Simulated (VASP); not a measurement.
A run of VASP 6.6.1 is set up as follows.

File INCAR:

```
SYSTEM = Al2O3
PREC = Accurate
ENCUT = 520
EDIFF = 1E-6
ISMEAR = 0
SIGMA = 0.05
LREAL = .False.
LASPH = .True.
NELM = 100
ALGO = Normal
ISIF = 2
LWAVE = .False.
LCHARG = .True.
LELF = .True.
LVHAR = .True.
NBANDS = 20
```

Contents of KPOINTS:

```
regular mesh
0
Gamma
  12 12 4
  0 0 0
```

The input POSCAR:

```
Al2O3
1.0
    3.2588811475      0.0000000000      0.0000000000
   -1.6294405738      2.8222738617      0.0000000000
    0.0000000000      0.0000000000      8.1806068824
Al O
2 3
Direct
    0.0000000000      0.0000000000      0.2779510000
    0.0000000000      0.0000000000      0.7220490000
    0.3333333333      0.6666666667      0.1994540000
    0.6666666667      0.3333333333      0.8005460000
    0.0000000000      0.0000000000      0.5000000000
```

Potentials or basis: VASP PAW LDA potentials, release 64 (Al, O).

The run is started by

```bash
$ cat potpaw_LDA.64/Al/POTCAR potpaw_LDA.64/O/POTCAR > POTCAR
$ mpirun -np 1 vasp_std > vasp.out
```

Q: Estimate the band gap on the k mesh.

A: 0.70 eV, direct.

Q: Predict the pressure.

A: -28.4 GPa.

Q: Predict the largest force.

A: 1.732 eV/Å.

Forces on the atoms (eV/Å):
```
Al   0.000  0.000  1.732
Al   0.000  0.000 -1.732
O    0.000  0.000  1.661
O    0.000  0.000 -1.661
O    0.000  0.000  0.000
```

Caveat: the cell differs from its parent crystal (strain +0.080 along x and y, +0.080 along z); forces of over 1 eV/Å act on the atoms, so gaps and moduli don't describe the material at rest. A k mesh can miss the band edges.
